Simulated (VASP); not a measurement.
# Cu: single point with PBEsol

The system is Cu.

```
Cu
1.0
     2.51991    0.00000    0.00000
    -1.25996    2.18231    0.00000
     0.00000    0.00000    8.23703
Cu
4
Direct
  0.00000 0.00000 0.00000
  0.00000 0.00000 0.50000
  0.33333 0.66667 0.25000
  0.66667 0.33333 0.75000
```

```yaml
Program: VASP 6.6.1
Task: single point
Functional: PBEsol
Potentials_or_basis: VASP PAW PBE potentials, release 64 (Cu)
Cutoff: 520 eV
k_mesh: 18 × 18 × 6
Occupations: gaussian, width 0.1 eV
Spin: no spin polarisation
```

```json
{"Pressure": "0.8 GPa", "Band gap on the k mesh": "zero (band 22 reaches 11.35 eV, above the bottom of band 23 at 6.10 eV)"}
```

Levels at points of the mesh, in eV from the Fermi level:
```tsv
k point	band 20	band 21	band 22	band 23	band 24	band 25
(0.00, 0.00, 0.00)	-1.95	-1.95	-1.65	-1.65	-1.12	4.00
(0.50, 0.00, 0.00)	-1.49	-0.67	0.38	1.03	1.61	4.83
(0.00, 0.00, 0.50)	-2.26	-1.78	-1.78	-1.78	-1.78	7.15
(0.50, 0.00, 0.50)	-1.52	0.06	0.06	1.41	1.41	5.32
```

Run time: 2.8 min on 1 thread of Intel(R) Xeon(R) Platinum 8488C (Sapphire Rapids) (shared host), peak memory 0.26 GiB.

Caveat: the PAW data sets were made with another functional, which shifts forces and pressure a little.
